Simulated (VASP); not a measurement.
Write the native input for VASP 6.6.1 that does the following.

```yaml
Task: single point
Functional: r2SCAN
Potentials_or_basis: VASP PAW PBE potentials, release 64 (K_sv, Br)
Cutoff: 520 eV
k_mesh: 6 × 6 × 6
Occupations: gaussian, width 0.1 eV
Spin: no spin polarisation
Dipole_correction: no
Further_INCAR_settings: ALGO = Normal; EDIFF = 1e-06; NBANDS = 15
```

Crystal: KBr.

```xyz
2
Lattice="0.0000 3.3000 3.3000 3.3000 0.0000 3.3000 3.3000 3.3000 0.0000" Properties=species:S:1:pos:R:3 pbc="T T T"
K     0.0000    0.0000    0.0000
Br    3.3000    3.3000    3.3000
```

These files were run (other wordings do the same):

POSCAR

```
KBr
1.0
    0.0000000000      3.3000000000      3.3000000000
    3.3000000000      0.0000000000      3.3000000000
    3.3000000000      3.3000000000      0.0000000000
K Br
1 1
Direct
    0.0000000000      0.0000000000      0.0000000000
    0.5000000000      0.5000000000      0.5000000000
```

INCAR.step1

```
ALGO = Normal ; EDIFF = 1E-4
ENCUT = 520 ; GGA = PE
ISMEAR = 0 ; LASPH = True
LCHARG = False ; LREAL = False
LWAVE = True ; NBANDS = 15
NELM = 80 ; PREC = Accurate
SIGMA = 0.1
```

INCAR.step2

```
ALGO = Normal ; EDIFF = 1E-6
ENCUT = 520 ; ISIF = 2
ISMEAR = 0 ; ISTART = 1
LASPH = True ; LCHARG = False
LMIXTAU = True ; LREAL = False
LWAVE = False ; METAGGA = R2SCAN
NBANDS = 15 ; NELM = 80
PREC = Accurate ; SIGMA = 0.1
```

KPOINTS

```
k-points
0
Gamma
  6 6 6
```

Potentials or basis: VASP PAW PBE potentials, release 64 (K_sv, Br).

The run is started by

```bash
$ cat potpaw_PBE.64/K_sv/POTCAR potpaw_PBE.64/Br/POTCAR > POTCAR
$ cp INCAR.step1 INCAR
$ mpirun -np 1 vasp_std > vasp.out
$ cp INCAR.step2 INCAR
$ mpirun -np 1 vasp_std > vasp.out
```

It gave:

```json
{
 "Pressure": "0.1 GPa",
 "Band gap on the k mesh": "5.08 eV, direct"
}
```

Caveat: the PAW data sets were made with another functional, which shifts forces and pressure a little.

Wall time 44 s on 1 thread of Intel(R) Xeon(R) 6975P-C (Granite Rapids) (shared host), peak memory 0.22 GiB.
